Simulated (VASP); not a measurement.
# Ni (P6_3/mmc) in VASP: further runs

Ni is run at these levels: r2SCAN; tasks: single point.

All numbers are computed with VASP 6.6.1; they aren't measurements. Logs are shortened: lines on timing, memory, paths and dates and some standing lists are left out, and cuts for length are marked.

**1. The cell of the first run**

The structure is hexagonal, space group P6_3/mmc (No. 194). Conventional cell: a = 2.513 Å, b = 2.513 Å, c = 4.171 Å, α = 90.00°, β = 90.00°, γ = 120.00°. Within 3.3 Å of Ni (site symmetry -6m2) lie 12 Ni at 2.51 to 2.54 Å.

**2. Single point, r2SCAN, collinear spin, ferromagnetic start (volume scaled by 1.08)**

POSCAR

```
Ni
1.0
    2.5126165481      0.0000000000      0.0000000000
   -1.2563082740      2.1759897606      0.0000000000
    0.0000000000      0.0000000000      4.1714123561
Ni
2
Direct
    0.3333333333      0.6666666667      0.2500000000
    0.6666666667      0.3333333333      0.7500000000
```

INCAR.step1

```
ALGO     = Normal         # electronic algorithm
EDIFF    = 1E-4           # SCF threshold, eV
ENCUT    = 520            # plane-wave cutoff, eV
GGA      = PE             # functional
ISMEAR   = -1             # smearing method
ISPIN    = 2              # spin polarisation
LASPH    = T              # aspherical terms in the spheres
LCHARG   = F              # write CHGCAR
LMAXMIX  = 4              # l up to which the mixer works
LREAL    = F              # projectors in reciprocal space
LWAVE    = T              # write WAVECAR
MAGMOM   = 0.767 0.767    # initial moments
NBANDS   = 21             # bands
NELM     = 150            # most SCF steps
PREC     = Accurate       # precision mode
SIGMA    = 0.05           # smearing width, eV
```

INCAR.step2

```
ALGO     = Normal         # electronic algorithm
EDIFF    = 1E-6           # SCF threshold, eV
ENCUT    = 520            # plane-wave cutoff, eV
ISIF     = 2              # what is computed and relaxed
ISMEAR   = -1             # smearing method
ISPIN    = 2              # spin polarisation
ISTART   = 1            
LASPH    = T              # aspherical terms in the spheres
LCHARG   = F              # write CHGCAR
LMAXMIX  = 4              # l up to which the mixer works
LMIXTAU  = T            
LORBIT   = 11             # projections on sites
LREAL    = F              # projectors in reciprocal space
LWAVE    = F              # write WAVECAR
MAGMOM   = 0.767 0.767    # initial moments
METAGGA  = R2SCAN         # meta-GGA
NBANDS   = 21             # bands
NELM     = 150            # most SCF steps
PREC     = Accurate       # precision mode
SIGMA    = 0.05           # smearing width, eV
```

KPOINTS

```
k-points
0
Gamma
  17 17 9
```

Potentials or basis: VASP PAW PBE potentials, release 64 (Ni).

On the command line:

```
cat potpaw_PBE.64/Ni/POTCAR > POTCAR
cp INCAR.step1 INCAR
mpirun -np 1 vasp_std > vasp.out
cp INCAR.step2 INCAR
mpirun -np 1 vasp_std > vasp.out
```

OUTCAR:

```text
EDIFF = 1E-6
   ENCUT = 520
   ISIF = 2
   ISMEAR = -1
   ISPIN = 2
   ISTART = 1
   LASPH = T
   LORBIT = 11
   LREAL = F
   METAGGA = R2SCAN
   NELM = 150
   PREC = Accurate

 ion  position               nearest neighbor table
   1  0.333  0.667  0.250-   2 2.54   2 2.54   2 2.54   2 2.54   2 2.54   2 2.54
   2  0.667  0.333  0.750-   1 2.54   1 2.54   1 2.54   1 2.54   1 2.54   1 2.54

  LATTYP: Found a hexagonal cell.
 ALAT       =     2.5126165481
 C/A-ratio  =     1.6601866127

  Lattice vectors:

 A1 = (   2.5126165481,   0.0000000000,   0.0000000000)
 A2 = (  -1.2563082740,   2.1759897606,   0.0000000000)
 A3 = (   0.0000000000,   0.0000000000,   4.1714123561)

Analysis of symmetry for initial positions (statically):
=====================================================================
 Subroutine PRICEL returns:
 Original cell was already a primitive cell.

 Routine SETGRP: Setting up the symmetry group for a
 hexagonal supercell.

 Subroutine GETGRP returns: Found 24 space group operations
 (whereof 12 operations were pure point group operations)
 out of a pool of 24 trial point group operations.

The static configuration has the point symmetry D_3d.
 The point group associated with its full space group is D_6h.

Analysis of symmetry for dynamics (positions and initial velocities):
=====================================================================
 Subroutine PRICEL returns:
 Original cell was already a primitive cell.

 Routine SETGRP: Setting up the symmetry group for a
 hexagonal supercell.

 Subroutine GETGRP returns: Found 24 space group operations
 (whereof 12 operations were pure point group operations)
 out of a pool of 24 trial point group operations.

The dynamic configuration has the point symmetry D_3d.
 The point group associated with its full space group is D_6h.

Analysis of structural, dynamic, and magnetic symmetry:
=====================================================================
 Subroutine PRICEL returns:
 Original cell was already a primitive cell.

 Routine SETGRP: Setting up the symmetry group for a
 hexagonal supercell.

 Subroutine GETGRP returns: Found 24 space group operations
 (whereof 12 operations were pure point group operations)
 out of a pool of 24 trial point group operations.

The overall configuration has the point symmetry D_3d.
 The point group associated with its full space group is D_6h.

 Subroutine INISYM returns: Found 24 space group operations
 (whereof 12 operations are pure point group operations),
 and found     1 'primitive' translations

[... 111 lines left out ...]
   IALGO  =     38    algorithm
   IMIX   =      4    mixing-type and parameters
     AMIX     =   0.40;   BMIX     =  1.00
     AMIX_MAG =   1.60;   BMIX_MAG =  1.00
  volume/ion in A,a.u.               =      11.40        76.95
  Fermi-wavevector in a.u.,A,eV,Ry     =   1.566978  2.961158 33.407998  2.455419
  Thomas-Fermi vector in A             =   2.669226
   LORBIT       =     11    0 simple, 1 ext, 2 COOP (PROOUT), +10 PAW based schemes
   METAGGA = R2SCAN    functional components
   LHFCALC =     F    Hartree Fock is set to
   AEXX    =    0.0000 exact exchange contribution
   IVDW    =     0    specifies the selected vdW correction
   LEPSILON=     F    determine dielectric tensor
   LRPA    =     F    only Hartree local field effects (RPA)
 spin polarized calculation
  energy-cutoff  :      520.00
  volume of cell :       22.81
 maximum number of plane-waves:       627
 NGX is ok and might be reduce to    20
   NGX =  9   NGY =  9   NGZ = 15

 number of electron      20.0000001 magnetization       1.3985228

 Free energy of the ion-electron system (eV)
  ---------------------------------------------------
  ext. energy  EPLUGINS =         0.00000000
  ---------------------------------------------------
  free energy    TOTEN  =       -23.73540524 eV

  energy without entropy =      -23.71180033  energy(sigma->0) =      -23.72360278

 E-fermi :   8.6643     XC(G=0): -14.0587

 val. band max:        8.6636824573   @ k =   0.1176   0.0588   0.4444
 cond. band min:       8.6643406990   @ k =   0.2353   0.2353   0.3333
 fundamental gap:      0.0006582418
 Fermi energy:         8.6643389926

 spin component 1

 k-point     1 :       0.0000    0.0000    0.0000
  band No.  band energies     occupation
      1      -0.3920      1.00000
      2       3.6218      1.00000
      3       5.7716      1.00000
      4       6.0040      1.00000
      5       6.0042      1.00000
      6       6.2357      1.00000
[... 565 lines left out ...]
     20      36.8865      0.00000
     21      38.3310      0.00000

 [... further k-points ...]

 spin component 2

 k-point     1 :       0.0000    0.0000    0.0000
  band No.  band energies     occupation
      1      -0.6476      1.00000
      2       4.3818      1.00000
      3       7.1379      1.00000
      4       7.1380      1.00000
      5       7.3000      1.00000
      6       7.4005      1.00000
[... 565 lines left out ...]
     20      37.0624      0.00000
     21      38.3174      0.00000

 [... further k-points ...]
[... 5 lines left out ...]
  --------------------------------------------------------------------------------------
  -------------------------------------------------------------------------------------
  Total       -2.0623008     -2.0623008     -1.8066569     -0.0000000     -0.0000000      0.0000000
  in kB     -144.8759875   -144.8759875   -126.9170848     -0.0000000     -0.0000000      0.0000000
  external PRESSURE =    -138.8896866 kB  Pullay stress =       0.0000000 kB

 VOLUME and BASIS-vectors are now :
 -----------------------------------------------------------------------------
  energy-cutoff  :      520.00
  volume of cell :       22.81
      direct lattice vectors                 reciprocal lattice vectors
     2.512616548  0.000000000  0.000000000     0.397991488  0.229780493  0.000000000
    -1.256308274  2.175989761  0.000000000     0.000000000  0.459560986  0.000000000
     0.000000000  0.000000000  4.171412356     0.000000000  0.000000000  0.239726959

 POSITION                                       TOTAL-FORCE (eV/Angst)
 -----------------------------------------------------------------------------------
     -0.00000      1.45066      1.04285         0.000000      0.000000      0.000000
      1.25631      0.72533      3.12856        -0.000000      0.000000      0.000000
 -----------------------------------------------------------------------------------
    total drift:                                0.000000      0.000000     -0.000000

  FREE ENERGIE OF THE ION-ELECTRON SYSTEM (eV)
  ---------------------------------------------------
  free  energy   TOTEN  =       -23.7354052360 eV

  energy  without entropy=      -23.7118003330  energy(sigma->0) =      -23.72360278

 total charge

# of ion       s       p       d       tot
------------------------------------------
    1        0.491   0.473   8.303   9.267
    2        0.491   0.473   8.303   9.267
--------------------------------------------------
tot          0.982   0.946  16.606  18.534

 magnetization (x)

# of ion       s       p       d       tot
------------------------------------------
    1       -0.009  -0.042   0.780   0.730
    2       -0.009  -0.042   0.780   0.730
--------------------------------------------------
tot         -0.018  -0.084   1.561   1.459
```

OUTCAR.step1:

```text
EDIFF = 1E-4
   ENCUT = 520
   GGA = PE
   ISMEAR = -1
   ISPIN = 2
   LASPH = T
[... 1396 lines left out ...]
 -----------------------------------------------------------------------------------
     -0.00000      1.45066      1.04285        -0.000000     -0.000000     -0.000000
      1.25631      0.72533      3.12856         0.000000      0.000000      0.000000
 -----------------------------------------------------------------------------------
    total drift:                               -0.000000      0.000000     -0.000000

  FREE ENERGIE OF THE ION-ELECTRON SYSTEM (eV)
  ---------------------------------------------------
  free  energy   TOTEN  =       -10.8825158893 eV

  energy  without entropy=      -10.8461869902  energy(sigma->0) =      -10.86435144
```

It took 12 min on 1 thread of Oxide Virtual Turin-like, shared host; peak memory 0.2 GiB.

Results:

- Free energy: -23.7354 eV
- Pressure: -13.9 GPa
- Net moment: 1.40 μB per cell
- Site moments: Ni +0.73 μB
- Valence electrons inside the program's atomic spheres: Ni 9.27

Levels at points of the mesh, in eV from the Fermi level:
Spin up:
```tsv
k point	band 7	band 8	band 9	band 10	band 11	band 12	band 13	band 14	band 15	band 16
(0.00, 0.00, 0.00)	-2.43	-1.82	-1.82	-0.98	-0.98	-0.46	5.07	23.17	24.84	24.84
```
Spin down:
```
           k point  band 7  band 8  band 9  band 10  band 11  band 12
(0.00, 0.00, 0.00)   -1.26   -1.09   -1.09    -0.65    -0.20    -0.20
```

Caveat: the PAW data sets were made with another functional, which shifts forces and pressure a little.

**3. Single point, r2SCAN, collinear spin, ferromagnetic start (volume scaled by 1.12)**

POSCAR

```
Ni
1.0
    2.5432612335      0.0000000000      0.0000000000
   -1.2716306167      2.2025288366      0.0000000000
    0.0000000000      0.0000000000      4.2222882526
Ni
2
Direct
    0.3333333333      0.6666666667      0.2500000000
    0.6666666667      0.3333333333      0.7500000000
```

INCAR.step1

```
PREC = Accurate
ENCUT = 520
ISMEAR = -1
SIGMA = 0.05
LREAL = F
LASPH = T
NELM = 150
ISPIN = 2
MAGMOM = 0.767 0.767
LMAXMIX = 4
NBANDS = 21
GGA = PE
ALGO = Normal
EDIFF = 1E-4
LWAVE = T
LCHARG = F
```

INCAR.step2

```
PREC = Accurate
ENCUT = 520
EDIFF = 1E-6
ISMEAR = -1
SIGMA = 0.05
LREAL = F
LASPH = T
NELM = 150
ALGO = Normal
ISIF = 2
LWAVE = F
LCHARG = F
ISPIN = 2
MAGMOM = 0.767 0.767
LORBIT = 11
LMAXMIX = 4
METAGGA = R2SCAN
LMIXTAU = T
NBANDS = 21
ISTART = 1
```

KPOINTS

```
Automatic mesh
0
Gamma
  17 17 9
```

Potentials or basis: VASP PAW PBE potentials, release 64 (Ni).

On the command line:

```
cat potpaw_PBE.64/Ni/POTCAR > POTCAR
cp INCAR.step1 INCAR
mpirun -np 1 vasp_std > vasp.out
cp INCAR.step2 INCAR
mpirun -np 1 vasp_std > vasp.out
```

OUTCAR:

```text
PREC = Accurate
   ENCUT = 520
   EDIFF = 1E-6
   ISMEAR = -1
   LREAL = F
   LASPH = T
   NELM = 150
   ISIF = 2
   ISPIN = 2
   LORBIT = 11
   METAGGA = R2SCAN
   ISTART = 1

 ion  position               nearest neighbor table
   1  0.333  0.667  0.250-   2 2.57   2 2.57   2 2.57   2 2.57   2 2.57   2 2.57
   2  0.667  0.333  0.750-   1 2.57   1 2.57   1 2.57   1 2.57   1 2.57   1 2.57

  LATTYP: Found a hexagonal cell.
 ALAT       =     2.5432612335
 C/A-ratio  =     1.6601866128

  Lattice vectors:

 A1 = (   2.5432612335,   0.0000000000,   0.0000000000)
 A2 = (  -1.2716306167,   2.2025288366,   0.0000000000)
 A3 = (   0.0000000000,   0.0000000000,   4.2222882526)

Analysis of symmetry for initial positions (statically):
=====================================================================
 Subroutine PRICEL returns:
 Original cell was already a primitive cell.

 Routine SETGRP: Setting up the symmetry group for a
 hexagonal supercell.

 Subroutine GETGRP returns: Found 24 space group operations
 (whereof 12 operations were pure point group operations)
 out of a pool of 24 trial point group operations.

The static configuration has the point symmetry D_3d.
 The point group associated with its full space group is D_6h.

Analysis of symmetry for dynamics (positions and initial velocities):
=====================================================================
 Subroutine PRICEL returns:
 Original cell was already a primitive cell.

 Routine SETGRP: Setting up the symmetry group for a
 hexagonal supercell.

 Subroutine GETGRP returns: Found 24 space group operations
 (whereof 12 operations were pure point group operations)
 out of a pool of 24 trial point group operations.

The dynamic configuration has the point symmetry D_3d.
 The point group associated with its full space group is D_6h.

Analysis of structural, dynamic, and magnetic symmetry:
=====================================================================
 Subroutine PRICEL returns:
 Original cell was already a primitive cell.

[... 143 lines left out ...]
 NGX is ok and might be reduce to    20
   NGX =  9   NGY =  9   NGZ = 15

 number of electron      19.9999994 magnetization       1.4394133

 Free energy of the ion-electron system (eV)
  ---------------------------------------------------
  ext. energy  EPLUGINS =         0.00000000
  ---------------------------------------------------
  free energy    TOTEN  =       -23.65036927 eV

  energy without entropy =      -23.62715904  energy(sigma->0) =      -23.63876415

 E-fermi :   8.1980     XC(G=0): -13.8180

 val. band max:        8.1973878004   @ k =   0.2353   0.1176   0.3333
 cond. band min:       8.2015462559   @ k =   0.1765   0.1765   0.4444
 fundamental gap:      0.0041584555
 Fermi energy:         8.1980063281

 spin component 1

 k-point     1 :       0.0000    0.0000    0.0000
  band No.  band energies     occupation
      1      -0.6174      1.00000
      2       3.3078      1.00000
      3       5.3430      1.00000
      4       5.5923      1.00000
      5       5.5926      1.00000
      6       5.8098      1.00000
[... 565 lines left out ...]
     20      35.7608      0.00000
     21      37.2599      0.00000

 [... further k-points ...]

 spin component 2

 k-point     1 :       0.0000    0.0000    0.0000
  band No.  band energies     occupation
      1      -0.8769      1.00000
      2       4.1137      1.00000
      3       6.7595      1.00000
      4       6.7597      1.00000
      5       6.9542      1.00000
      6       7.0077      1.00000
[... 565 lines left out ...]
     20      35.9358      0.00000
     21      37.2355      0.00000

 [... further k-points ...]
[... 5 lines left out ...]
  --------------------------------------------------------------------------------------
  -------------------------------------------------------------------------------------
  Total       -2.8095563     -2.8095563     -2.5250997     -0.0000000      0.0000000      0.0000000
  in kB     -190.3215050   -190.3215050   -171.0521946     -0.0000000      0.0000000      0.0000000
  external PRESSURE =    -183.8984016 kB  Pullay stress =       0.0000000 kB

 VOLUME and BASIS-vectors are now :
 -----------------------------------------------------------------------------
  energy-cutoff  :      520.00
  volume of cell :       23.65
      direct lattice vectors                 reciprocal lattice vectors
     2.543261233  0.000000000  0.000000000     0.393195943  0.227011784  0.000000000
    -1.271630617  2.202528837  0.000000000     0.000000000  0.454023568  0.000000000
     0.000000000  0.000000000  4.222288253     0.000000000  0.000000000  0.236838401

 POSITION                                       TOTAL-FORCE (eV/Angst)
 -----------------------------------------------------------------------------------
     -0.00000      1.46835      1.05557         0.000000     -0.000000      0.000000
      1.27163      0.73418      3.16672        -0.000000      0.000000      0.000000
 -----------------------------------------------------------------------------------
    total drift:                               -0.000000      0.000000     -0.000000

  FREE ENERGIE OF THE ION-ELECTRON SYSTEM (eV)
  ---------------------------------------------------
  free  energy   TOTEN  =       -23.6503692677 eV

  energy  without entropy=      -23.6271590367  energy(sigma->0) =      -23.63876415

 total charge

# of ion       s       p       d       tot
------------------------------------------
    1        0.477   0.444   8.288   9.210
    2        0.477   0.444   8.288   9.210
--------------------------------------------------
tot          0.955   0.889  16.576  18.419

 magnetization (x)

# of ion       s       p       d       tot
------------------------------------------
    1       -0.009  -0.041   0.805   0.755
    2       -0.009  -0.041   0.805   0.755
--------------------------------------------------
tot         -0.018  -0.082   1.610   1.510
```

OSZICAR.step1:

```text
N       E                     dE             d eps       ncg     rms          rms(c)
DAV:   1     0.964095886136E+02    0.96410E+02   -0.89404E+03 14644   0.132E+03
DAV:   2    -0.733444279875E+01   -0.10374E+03   -0.95772E+02 14045   0.231E+02
DAV:   3    -0.127939226222E+02   -0.54595E+01   -0.52104E+01 15872   0.609E+01
DAV:   4    -0.128615292649E+02   -0.67607E-01   -0.67555E-01 15962   0.644E+00
DAV:   5    -0.128633254438E+02   -0.17962E-02   -0.17961E-02 16150   0.104E+00    0.132E+01
DAV:   6    -0.117024265916E+02    0.11609E+01   -0.81922E+00 16074   0.598E+01    0.979E+00
DAV:   7    -0.108552477733E+02    0.84718E+00   -0.19418E+00 15871   0.254E+01    0.232E+00
DAV:   8    -0.108357123589E+02    0.19535E-01   -0.13775E-02 17818   0.108E+00    0.125E+00
DAV:   9    -0.108306171689E+02    0.50952E-02   -0.63992E-04 20740   0.347E-01    0.378E-01
DAV:  10    -0.108292595714E+02    0.13576E-02   -0.14174E-04 11870   0.242E-01    0.745E-02
DAV:  11    -0.108291719365E+02    0.87635E-04   -0.11564E-04 10986   0.110E-01
   1 F= -.10829172E+02 E0= -.10810298E+02  d E =-.377486E-01  mag=     1.3230
```

Run time: 17 min. Hardware: 1 thread of Oxide Virtual Turin-like, shared host; peak memory 0.2 GiB.

What came out:

```yaml
Free_energy: -23.6504 eV
Pressure: -18.4 GPa
Net_moment: 1.44 μB per cell
Site_moments: Ni +0.76 μB
Valence_electrons_inside_the_program's_atomic_spheres: Ni 9.21
```

Stress tensor (GPa, compression positive):
```
-19.03   0.00   0.00
  0.00 -19.03   0.00
  0.00   0.00 -17.11
```

Levels at points of the mesh, in eV from the Fermi level:
Spin up:
```
           k point  band 7  band 8  band 9  band 10  band 11  band 12  band 13  band 14  band 15  band 16
(0.00, 0.00, 0.00)   -2.39   -1.80   -1.80    -1.00    -1.00    -0.40     4.81    22.83    24.19    24.19
```
Spin down:
```
           k point  band 5  band 6  band 7  band 8  band 9  band 10  band 11  band 12  band 13  band 14
(0.00, 0.00, 0.00)   -1.24   -1.19   -1.19   -1.07   -1.07    -0.59    -0.23    -0.23     5.62    22.66
```

Caveat: the PAW data sets were made with another functional, which shifts forces and pressure a little.
